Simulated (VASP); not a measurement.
# KNb3 (Pm-3m) in VASP: further runs

Runs on KNb3. Level: PBE. Tasks: single point, relaxation of cell and atoms.

All numbers are computed with VASP 6.6.1; they aren't measurements. Logs are shortened: lines on timing, memory, paths and dates and some standing lists are left out, and cuts for length are marked.

### 1 The cell of the first run

It takes space group Pm-3m (No. 221, cubic). The conventional cell has a = 4.376 Å, b = 4.376 Å, c = 4.376 Å, α = 90.00°, β = 90.00°, γ = 90.00°. K (site symmetry m-3m) has 12 Nb at 3.09 Å within 4.1 Å. Within 4.1 Å of Nb (site symmetry 4/mmm) lie 4 K at 3.09 Å and 8 Nb at 3.09 Å.

The cell was generated, and may not be a known phase.

### 2 Single point, PBE

INCAR reads:

```
ALGO = Fast
EDIFF = 1E-7
ENCUT = 520
GGA = PE
ISIF = 2
ISMEAR = 0
LASPH = T
LCHARG = F
LREAL = F
LWAVE = F
NBANDS = 32
NELM = 100
PREC = Accurate
SIGMA = 0.1
```

KPOINTS reads:

```
k-points
0
Gamma
  10 10 10
```

POSCAR reads:

```
KNb3
1.0
    4.3764590523      0.0000000000      0.0000000000
    0.0000000000      4.3764590523      0.0000000000
    0.0000000000      0.0000000000      4.3764590523
K Nb
1 3
Direct
    0.0000000000      0.0000000000      0.0000000000
    0.0000000000      0.5000000000      0.5000000000
    0.5000000000      0.0000000000      0.5000000000
    0.5000000000      0.5000000000      0.0000000000
```

Potentials or basis: VASP PAW PBE potentials, release 64 (K_sv, Nb_sv).

The run is started by

```
$ cat potpaw_PBE.64/K_sv/POTCAR potpaw_PBE.64/Nb_sv/POTCAR > POTCAR
$ mpirun -np 1 vasp_std > vasp.out
```

OUTCAR:

```text
EDIFF = 1E-7
   ENCUT = 520
   GGA = PE
   ISIF = 2
   ISMEAR = 0
   LASPH = T
   LREAL = F
   NELM = 100
   PREC = Accurate

 ion  position               nearest neighbor table
   1  0.000  0.000  0.000-   2 3.09   3 3.09   4 3.09   2 3.09   3 3.09   2 3.09   4 3.09   2 3.09
                             3 3.09   4 3.09   3 3.09   4 3.09
   2  0.000  0.500  0.500-   1 3.09   1 3.09   1 3.09   1 3.09
   3  0.500  0.000  0.500-   1 3.09   1 3.09   1 3.09   1 3.09
   4  0.500  0.500  0.000-   1 3.09   1 3.09   1 3.09   1 3.09

  LATTYP: Found a simple cubic cell.
 ALAT       =     4.3764590523

  Lattice vectors:

 A1 = (   4.3764590523,   0.0000000000,   0.0000000000)
 A2 = (   0.0000000000,   4.3764590523,   0.0000000000)
 A3 = (   0.0000000000,   0.0000000000,   4.3764590523)

Analysis of symmetry for initial positions (statically):
=====================================================================
 Subroutine PRICEL returns:
 Original cell was already a primitive cell.

 Routine SETGRP: Setting up the symmetry group for a
 simple cubic supercell.

 Subroutine GETGRP returns: Found 48 space group operations
 (whereof 48 operations were pure point group operations)
 out of a pool of 48 trial point group operations.

The static configuration has the point symmetry O_h .

Analysis of symmetry for dynamics (positions and initial velocities):
=====================================================================
 Subroutine PRICEL returns:
 Original cell was already a primitive cell.

 Routine SETGRP: Setting up the symmetry group for a
 simple cubic supercell.

 Subroutine GETGRP returns: Found 48 space group operations
 (whereof 48 operations were pure point group operations)
 out of a pool of 48 trial point group operations.

The dynamic configuration has the point symmetry O_h .

 Subroutine INISYM returns: Found 48 space group operations
 (whereof 48 operations are pure point group operations),
 and found     1 'primitive' translations

----------------------------------------------------------------------------------------

                                     Primitive cell

  volume of cell :      83.8240

  direct lattice vectors                    reciprocal lattice vectors
     4.376459052  0.000000000  0.000000000     0.228495226  0.000000000  0.000000000
     0.000000000  4.376459052  0.000000000     0.000000000  0.228495226  0.000000000
     0.000000000  0.000000000  4.376459052     0.000000000  0.000000000  0.228495226

  length of vectors
     4.376459052  4.376459052  4.376459052     0.228495226  0.228495226  0.228495226

  position of ions in fractional coordinates (direct lattice)
     0.000000000  0.000000000  0.000000000
     0.000000000  0.500000000  0.500000000
     0.500000000  0.000000000  0.500000000
     0.500000000  0.500000000  0.000000000

  ion indices of the primitive-cell ions
   primitive index   ion index
                 1           1
                 2           2
                 3           3
                 4           4

----------------------------------------------------------------------------------------

 KPOINTS: k-points

Automatic generation of k-mesh.
 Grid dimensions read from file:
 generate k-points for:   10   10   10

 Generating k-lattice:

  Cartesian coordinates                     Fractional coordinates (reciprocal lattice)
     0.022849523  0.000000000  0.000000000     0.100000000  0.000000000  0.000000000
     0.000000000  0.022849523  0.000000000     0.000000000  0.100000000  0.000000000
     0.000000000  0.000000000  0.022849523     0.000000000  0.000000000  0.100000000

  Length of vectors
     0.022849523  0.022849523  0.022849523

  Shift w.r.t. Gamma in fractional coordinates (k-lattice)
     0.000000000  0.000000000  0.000000000

 Subroutine IBZKPT returns following result:
 ===========================================

 Found     56 irreducible k-points:

 Following reciprocal coordinates:
            Coordinates               Weight
  0.000000  0.000000  0.000000      1.000000
  0.100000  0.000000  0.000000      6.000000
  0.200000  0.000000  0.000000      6.000000
  0.300000  0.000000  0.000000      6.000000
  0.400000  0.000000  0.000000      6.000000
  0.500000  0.000000  0.000000      3.000000
[... 16 lines left out ...]
  0.200000  0.100000  0.100000     24.000000
  0.300000  0.100000  0.100000     24.000000
 [... further k-points ...]
   k-points           NKPTS =     56   k-points in BZ     NKDIM =     56   number of bands    NBANDS=     32
   number of dos      NEDOS =    301   number of ions     NIONS =      4
   total plane-waves  NPLWV =  46656
   dimension x,y,z NGX =    36 NGY =   36 NGZ =   36
   dimension x,y,z NGXF=    72 NGYF=   72 NGZF=   72
   ions per type =               1   3
   NGX,Y,Z   is equivalent  to a cutoff of  13.68, 13.68, 13.68 a.u.
   NGXF,Y,Z  is equivalent  to a cutoff of  27.35, 27.35, 27.35 a.u.
 SYSTEM =  unknown system
   PREC   = accura    normal or accurate (medium, high low for compatibility)
   ISTART =      0    job   : 0-new  1-cont  2-samecut
   ICHARG =      2    charge: 1-file 2-atom 10-const
   ISPIN  =      1    spin polarized calculation?
   LNONCOLLINEAR =      F non collinear calculations
   LSORBIT =      F    spin-orbit coupling
   LASPH  =      T    aspherical Exc in radial PAW
   ENCUT  =  520.0 eV  38.22 Ry    6.18 a.u.   8.14  8.14  8.14*2*pi/ulx,y,z
   NELM   =    100;   NELMIN=  2; NELMDL= -5     # of ELM steps
   EDIFF  = 0.1E-06   stopping-criterion for ELM
   LREAL  =      F    real-space projection
   EDIFFG = 0.1E-05   stopping-criterion for IOM
   NSW    =      0    number of steps for IOM
   IBRION =     -1    ionic relax: 0-MD 1-quasi-New 2-CG
   NFREE  =      0    steps in history (QN), initial steepest desc. (CG)
   ISIF   =      2    stress and relaxation
   ISYM   =      2    0-nonsym 1-usesym 2-fastsym
   POTIM  = 0.5000    time-step for ionic-motion
   TEBEG  =    0.0;   TEEND  =   0.0 temperature during run
   PSTRESS=    0.0 pullay stress
   NELECT =      48.0000    total number of electrons
   NUPDOWN=      -1.0000    fix difference up-down
   EMIN   =  10.00;   EMAX   =-10.00  energy-range for DOS
   EFERMI =   0.00;   METHOD = LEGACY
   ISMEAR =     0;   SIGMA  =   0.10  broadening in eV -4-tet -1-fermi 0-gaus
   EFERMI_NEDOS =   21; number of points for ismear=-14 and -15
   IALGO  =     68    algorithm
   IMIX   =      4    mixing-type and parameters
     AMIX     =   0.40;   BMIX     =  1.00
     AMIX_MAG =   1.60;   BMIX_MAG =  1.00
  volume/ion in A,a.u.               =      20.96       141.42
  Fermi-wavevector in a.u.,A,eV,Ry     =   1.359458  2.569003 25.145271  1.848125
  Thomas-Fermi vector in A             =   2.486204
   LORBIT       =      0    0 simple, 1 ext, 2 COOP (PROOUT), +10 PAW based schemes
   GGA     = PE    functional components
   LHFCALC =     F    Hartree Fock is set to
   AEXX    =    0.0000 exact exchange contribution
   IVDW    =     0    specifies the selected vdW correction
   LEPSILON=     F    determine dielectric tensor
   LRPA    =     F    only Hartree local field effects (RPA)
 non-spin polarized calculation
 RMM-DIIS sequential band-by-band and
 Gauss-broadening in eV      SIGMA  =   0.10
  energy-cutoff  :      520.00
  volume of cell :       83.82
 maximum number of plane-waves:      2301
 NGX is ok and might be reduce to    36
   NGX = 17   NGY = 17   NGZ = 17

 number of electron      47.9999997 magnetization

 Free energy of the ion-electron system (eV)
  ---------------------------------------------------
  ext. energy  EPLUGINS =         0.00000000
  ---------------------------------------------------
  free energy    TOTEN  =       -25.61573420 eV

  energy without entropy =      -25.57820367  energy(sigma->0) =      -25.59696893

 E-fermi :   8.0305     XC(G=0): -11.2668

 val. band max:        8.0217483875   @ k =   0.4000   0.4000   0.4000
 cond. band min:       8.0426511839   @ k =   0.5000   0.3000   0.1000
 fundamental gap:      0.0209027963
 Fermi energy:         8.0305267250

 k-point     1 :       0.0000    0.0000    0.0000
  band No.  band energies     occupation
      1     -46.9516      2.00000
      2     -46.8292      2.00000
      3     -46.8292      2.00000
      4     -23.2180      2.00000
      5     -23.2180      2.00000
      6     -23.2180      2.00000
[... 24 lines left out ...]
     31      11.9569      0.00000
     32      11.9699      0.00000

 k-point     2 :       0.1000    0.0000    0.0000
  band No.  band energies     occupation
      1     -46.9489      2.00000
      2     -46.8318      2.00000
      3     -46.8292      2.00000
      4     -23.2102      2.00000
      5     -23.2102      2.00000
      6     -23.2096      2.00000
[... 24 lines left out ...]
     31      11.5688      0.00000
     32      11.6516      0.00000

 k-point     3 :       0.2000    0.0000    0.0000
  band No.  band energies     occupation
      1     -46.9413      2.00000
      2     -46.8394      2.00000
      3     -46.8291      2.00000
      4     -23.1880      2.00000
      5     -23.1880      2.00000
      6     -23.1850      2.00000
[... 24 lines left out ...]
     31      10.8373      0.00000
     32      11.2508      0.00000

 k-point     4 :       0.3000    0.0000    0.0000
  band No.  band energies     occupation
      1     -46.9299      2.00000
      2     -46.8508      2.00000
      3     -46.8290      2.00000
      4     -23.1561      2.00000
      5     -23.1561      2.00000
      6     -23.1471      2.00000
[... 654 lines left out ...]
     31      11.2794      0.00000
     32      11.5750      0.00000

 k-point    23 :       0.2000    0.1000    0.1000
  band No.  band energies     occupation
      1     -46.9365      2.00000
      2     -46.8403      2.00000
      3     -46.8330      2.00000
      4     -23.2293      2.00000
      5     -23.1566      2.00000
      6     -23.1360      2.00000
[... 24 lines left out ...]
     31      10.9324      0.00000
     32      11.0561      0.00000

 k-point    24 :       0.3000    0.1000    0.1000
  band No.  band energies     occupation
      1     -46.9255      2.00000
      2     -46.8512      2.00000
      3     -46.8329      2.00000
      4     -23.2092      2.00000
      5     -23.1262      2.00000
      6     -23.0994      2.00000
[... 24 lines left out ...]
     31      10.4156      0.00000
     32      10.7473      0.00000

 [... further k-points ...]

------------------------ aborting loop because EDIFF is reached ----------------------------------------

  FORCE on cell =-STRESS in cart. coord.  units (eV):
  Direction    XX          YY          ZZ          XY          YZ          ZX
  --------------------------------------------------------------------------------------
  -------------------------------------------------------------------------------------
  Total        0.0231415      0.0231415      0.0231415     -0.0000000     -0.0000000      0.0000000
  in kB        0.4423166      0.4423166      0.4423166     -0.0000000     -0.0000000      0.0000000
  external PRESSURE =       0.4423166 kB  Pullay stress =       0.0000000 kB

 VOLUME and BASIS-vectors are now :
 -----------------------------------------------------------------------------
  energy-cutoff  :      520.00
  volume of cell :       83.82
      direct lattice vectors                 reciprocal lattice vectors
     4.376459052  0.000000000  0.000000000     0.228495226  0.000000000  0.000000000
     0.000000000  4.376459052  0.000000000     0.000000000  0.228495226  0.000000000
     0.000000000  0.000000000  4.376459052     0.000000000  0.000000000  0.228495226

 POSITION                                       TOTAL-FORCE (eV/Angst)
 -----------------------------------------------------------------------------------
      0.00000      0.00000      0.00000         0.000000      0.000000      0.000000
      0.00000      2.18823      2.18823         0.000000      0.000000      0.000000
      2.18823      0.00000      2.18823         0.000000      0.000000      0.000000
      2.18823      2.18823      0.00000         0.000000      0.000000      0.000000
 -----------------------------------------------------------------------------------
    total drift:                               -0.000000      0.000000      0.000000

  FREE ENERGIE OF THE ION-ELECTRON SYSTEM (eV)
  ---------------------------------------------------
  free  energy   TOTEN  =       -25.6157341959 eV

  energy  without entropy=      -25.5782036694  energy(sigma->0) =      -25.59696893
```

Wall time 5.9 min (1 thread of AMD EPYC 9R45 (Zen 5), shared host); peak memory 0.26 GiB.

Results:

| Property | Result |
| --- | --- |
| Free energy | -25.6157 eV |
| Pressure | 0.0 GPa |
| Band gap on the k mesh | zero (bands 24 and 25 overlap by 1.28 eV) |

### 3 Relaxation of cell and atoms, PBE

This run uses another cell than the first one, of 20.86 Å³/atom.

INCAR reads:

```
PREC = Accurate ; ENCUT = 600
EDIFF = 1E-6 ; ISMEAR = 0
SIGMA = 0.1 ; LREAL = False
LASPH = True ; NELM = 100
ALGO = Fast ; ISIF = 3
LWAVE = False ; LCHARG = False
GGA = PE ; IBRION = 2
NSW = 100 ; EDIFFG = -0.01
```

KPOINTS reads:

```
Automatic mesh
0
Gamma
  10 10 10
```

POSCAR reads:

```
KNb3
1.0
    4.3697624990      0.0000000000      0.0000000000
    0.0000000000      4.3697624990      0.0000000000
    0.0000000000      0.0000000000      4.3697624990
K Nb
1 3
Direct
    0.0000000000      0.0000000000      0.0000000000
    0.0000000000      0.5000000000      0.5000000000
    0.5000000000      0.0000000000      0.5000000000
    0.5000000000      0.5000000000      0.0000000000
```

Potentials or basis: VASP PAW PBE potentials, release 64 (K_sv, Nb_sv).

The run is started by

```
$ cat potpaw_PBE.64/K_sv/POTCAR potpaw_PBE.64/Nb_sv/POTCAR > POTCAR
$ mpirun -np 1 vasp_std > vasp.out
```

It took 9 min on 1 thread of AMD EPYC 9R45 (Zen 5), shared host; peak memory 0.28 GiB.

It converged, with:

- Free energy: -25.6150 eV
- Relaxed volume: 20.97 Å³/atom
- Relaxed cell: a = 4.377 Å, b = 4.377 Å, c = 4.377 Å, α = 90.00°, β = 90.00°, γ = 90.00°
- Space group after relaxing (to 0.1 Å): Pm-3m (No. 221)
- Energy gained by relaxing: 0.2 meV/atom
- Ionic steps: 4
- Pressure after relaxing: 0.0 GPa
- Band gap on the k mesh: zero (bands 24 and 25 overlap by 1.28 eV)

The path:
```tsv
step	energy change (eV)	largest force (eV/Å)	pressure (GPa)	volume (Å³)
1	0.0000	0.0000	0.46	83.44
2	-0.0006	0.0000	-0.32	84.17
3	-0.0009	0.0000	-0.09	83.94
4	-0.0009	0.0000	0.02	83.86
```

Final structure:
```
CELL_PARAMETERS angstrom
4.37716 0.00000 0.00000
0.00000 4.37716 0.00000
0.00000 0.00000 4.37716
ATOMIC_POSITIONS crystal
K 0.00000 0.00000 0.00000
Nb 0.00000 0.50000 0.50000
Nb 0.50000 0.00000 0.50000
Nb 0.50000 0.50000 0.00000
```

Levels at points of the mesh, in eV from the Fermi level:
```
           k point  band 21  band 22  band 23  band 24  band 25  band 26
(0.00, 0.00, 0.00)    -2.36    -2.36    -2.36     0.97     0.97     0.97
(0.50, 0.00, 0.00)    -1.33    -0.63    -0.63    -0.32    -0.32    -0.10
(0.50, 0.50, 0.00)    -0.83    -0.61    -0.61    -0.29    -0.23    -0.23
(0.50, 0.50, 0.50)    -0.23    -0.23    -0.23     0.87     0.87     0.87
```

The gap in the log of VASP goes by the Fermi energy; the results here count the filled bands.